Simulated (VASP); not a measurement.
A run of VASP 6.6.1 is set up as follows.

The input INCAR:

```
SYSTEM = Bi
  PREC = Accurate
  ENCUT = 500
  EDIFF = 1E-6
  ISMEAR = -1
  SIGMA = 0.05
  LREAL = .False.
  LASPH = .True.
  NELM = 120
  ALGO = Normal
  ISIF = 2
  LWAVE = .False.
  LCHARG = .True.
  GGA = PE
  LELF = .True.
  LVHAR = .True.
  NBANDS = 30
  GGA_COMPAT = .False.
```

File KPOINTS:

```
Automatic mesh
0
Gamma
  5 5 5
  0 0 0
```

Contents of POSCAR:

```
Bi
1.0
    4.8731640000      0.0000000000      0.0000000000
    0.0000000000      4.8731640000      0.0000000000
    0.0000000000      0.0000000000      4.8731640000
Bi
3
Direct
    0.0000000000      0.5000000000      0.5000000000
    0.5000000000      0.0000000000      0.5000000000
    0.5000000000      0.5000000000      0.0000000000
```

Potentials or basis: VASP PAW PBE potentials, release 64 (Bi_d).

Launch:

```sh
$ cat potpaw_PBE.64/Bi_d/POTCAR > POTCAR
$ mpirun -np 1 vasp_std > vasp.out
```

Task: What does it give for the band gap on the k mesh?

Result: Zero (an odd number of electrons rules out a gap without spin polarisation).

Task: What does it give for the pressure?

Result: -1.7 GPa.

Caveat: spin-orbit coupling is left out, which moves the levels of the heavy elements.
